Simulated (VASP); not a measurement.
Here is a VASP 6.6.1 calculation.

File INCAR:

```
ALGO = Normal
EDIFF = 1E-6
ENCUT = 520
GGA = RP
ISIF = 2
ISMEAR = -1
LASPH = T
LCHARG = F
LREAL = F
LWAVE = F
NBANDS = 20
NELM = 100
PREC = Accurate
SIGMA = 0.1
```

File KPOINTS:

```
k-points
0
Gamma
  15 15 8
```

POSCAR

```
V
1.0
    2.6030848422      0.0000000000      0.0000000000
   -1.3015424211      2.2543376015      0.0000000000
    0.0000000000      0.0000000000      4.6482695143
V
2
Direct
    0.3333333333      0.6666666667      0.2500000000
    0.6666666667      0.3333333333      0.7500000000
```

Potentials or basis: VASP PAW PBE potentials, release 64 (V_sv).

Command:

```bash
$ cat potpaw_PBE.64/V_sv/POTCAR > POTCAR
$ mpirun -np 1 vasp_std > vasp.out
```

(1) What does it give for the band gap on the k mesh?

(2) Estimate the pressure.

Results:

(1) zero (band 13 reaches 11.59 eV, above the bottom of band 14 at 9.42 eV).

(2) 7.5 GPa.

Caveat: the PAW data sets were made with another functional, which shifts forces and pressure a little.
